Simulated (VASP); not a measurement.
Input of a VASP 6.6.1 run:

File INCAR:

```
SYSTEM = CuO
ALGO = Fast ; EDIFF = 1E-7
ENCUT = 520 ; GGA = PS
ISIF = 2 ; ISMEAR = 0
LASPH = .TRUE. ; LCHARG = .FALSE.
LREAL = .FALSE. ; LWAVE = .FALSE.
NBANDS = 44 ; NELM = 100
PREC = Accurate ; SIGMA = 0.1
```

File KPOINTS:

```
k-points
0
G
  10 10 8
  0 0 0
```

File POSCAR:

```
CuO
1.0
    4.2484688465      0.0000000000      0.0000000000
    0.0000000000      4.2647449801      0.0000000000
    0.0000000000      0.0000000000      4.9446815475
Cu O
4 4
Direct
    0.2500000000      0.2500000000      0.5000000000
    0.2500000000      0.7500000000      0.0000000000
    0.7500000000      0.7500000000      0.5000000000
    0.7500000000      0.2500000000      0.0000000000
    0.5000000000      0.0000000000      0.7500000000
    0.5000000000      0.0000000000      0.2500000000
    0.0000000000      0.5000000000      0.7500000000
    0.0000000000      0.5000000000      0.2500000000
```

Potentials or basis: VASP PAW PBE potentials, release 64 (Cu, O).

The run is started by

```console
$ cat potpaw_PBE.64/Cu/POTCAR potpaw_PBE.64/O/POTCAR > POTCAR
$ mpirun -np 1 vasp_std > vasp.out
```

Question: Estimate the band gap on the k mesh.

Answer: Zero (bands 34 and 35 overlap by 1.22 eV).

Question: What does it give for the pressure?

Answer: -4.3 GPa.

Stress tensor (GPa, compression positive):
```
-6.92  0.00  0.00
 0.00 -7.01  0.00
 0.00  0.00  0.89
```

Caveat: the cell differs from its parent crystal (biaxial strain in the a-b plane: +4.0 %, then relaxed in part); the stress differs along the axes, from -7 to 1 GPa; the PAW data sets were made with another functional, which shifts forces and pressure a little; semilocal functionals often make such compounds metallic where correlation or magnetic order opens a gap, which also shifts bond lengths.
